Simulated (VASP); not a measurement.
Input of a VASP 6.6.1 run:

INCAR

```
SYSTEM = InF7
PREC = Accurate
ENCUT = 520
EDIFF = 1E-7
ISMEAR = 0
SIGMA = 0.1
LREAL = .False.
LASPH = .True.
NELM = 100
ALGO = Normal
ISIF = 2
LWAVE = .False.
LCHARG = .False.
GGA = PE
NBANDS = 41
```

Contents of KPOINTS:

```
Automatic mesh
0
Gamma
  4 4 4
  0 0 0
```

POSCAR

```
InF7
1.0
    0.0000000000      3.6983902800      3.6983902800
    3.6983902800      0.0000000000      3.6983902800
    3.6983902800      3.6983902800      0.0000000000
In F
1 7
Direct
    0.0000000000      0.0000000000      0.0000000000
    0.0000000000      0.0000000000      0.5000000000
    0.5000000000      0.0000000000      0.5000000000
    0.0000000000      0.5000000000      0.5000000000
    0.5000000000      0.5000000000      0.0000000000
    0.0000000000      0.5000000000      0.0000000000
    0.5000000000      0.0000000000      0.0000000000
    0.5000000000      0.5000000000      0.5000000000
```

Potentials or basis: VASP PAW PBE potentials, release 64 (In_d, F).

Launch:

```bash
$ cat potpaw_PBE.64/In_d/POTCAR potpaw_PBE.64/F/POTCAR > POTCAR
$ mpirun -np 1 vasp_std > vasp.out
```

(1) What does it give for the pressure?

(2) Estimate the band gap on the k mesh.

## Answers

(1) -12.1 GPa.

(2) zero (band 31 reaches -1.55 eV, above the bottom of band 32 at -1.67 eV).

Caveat: the k points lie up to 0.37 Å⁻¹ apart; spin-orbit coupling is left out, which moves the levels of the heavy elements.
